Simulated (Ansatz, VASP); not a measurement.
# Cl: VASP beside Ansatz

```xyz
6
Lattice="5.1708 0.1606 0.0328 -1.0381 6.7867 0.2560 2.5938 -2.8912 6.9460" Properties=species:S:1:pos:R:3 pbc="T T T"
Cl    3.2942    7.3048    0.7008
Cl    4.7002    1.7284    3.5108
Cl    5.1895    2.6569    5.2459
Cl    2.8982    3.7929    2.5560
Cl    2.8264   -1.0932    6.4050
Cl    1.6331    5.2928    2.0280
```

Alike in both runs: functional PBE; k mesh 4 × 4 × 4; occupations gaussian, width 0.1 eV; no spin polarisation.

Ansatz relaxed the structure, and its values are those at the end. VASP's run is a single point on that final structure, the one shown.

|  | VASP | Ansatz |
| --- | --- | --- |
| version | VASP 6.6.1 | Ansatz 0.2.0 |
| potentials or method | VASP PAW PBE potentials, release 64 (Cl), cutoff 520 eV | scalar-relativistic, plane waves, PAW |
| valence electrons in the cell | 42 | 42 |

```csv
,VASP,Ansatz,Ansatz less VASP
gap on the k mesh at the Fermi level (eV),2.54,2.50,-0.043
least direct gap on the mesh (eV),2.61,2.57,-0.043
pressure (GPa),-0.3,0.0,+0.24
rms of the force components (eV/Å),0.111,0.015,-0.0961
```
